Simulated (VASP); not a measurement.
Input of a VASP 6.6.1 run:

File INCAR:

```
PREC = Accurate
ENCUT = 520
EDIFF = 1E-6
ISMEAR = -1
SIGMA = 0.1
LREAL = False
LASPH = True
NELM = 80
ALGO = Normal
ISIF = 2
LWAVE = False
LCHARG = False
GGA = B5
ALDAX = 1.0
AGGAX = 1.0
AGGAC = 1.0
ALDAC = 0.0
NBANDS = 17
```

KPOINTS

```
regular mesh
0
Gamma
  9 9 5
```

File POSCAR:

```
Ca
1.0
    3.9221024360      0.0000000000      0.0000000000
   -1.9610512180      3.3966403458      0.0000000000
    0.0000000000      0.0000000000      6.4357869488
Ca
2
Direct
    0.3333333333      0.6666666667      0.2500000000
    0.6666666667      0.3333333333      0.7500000000
```

Potentials or basis: VASP PAW PBE potentials, release 64 (Ca_sv).

The run is started by

```console
$ cat potpaw_PBE.64/Ca_sv/POTCAR > POTCAR
$ mpirun -np 1 vasp_std > vasp.out
```

Predict the band gap on the k mesh.

zero (band 10 reaches 2.55 eV, above the bottom of band 11 at 2.22 eV).

Predict the pressure.

0.0 GPa.

Caveat: the PAW data sets were made with another functional, which shifts forces and pressure a little.
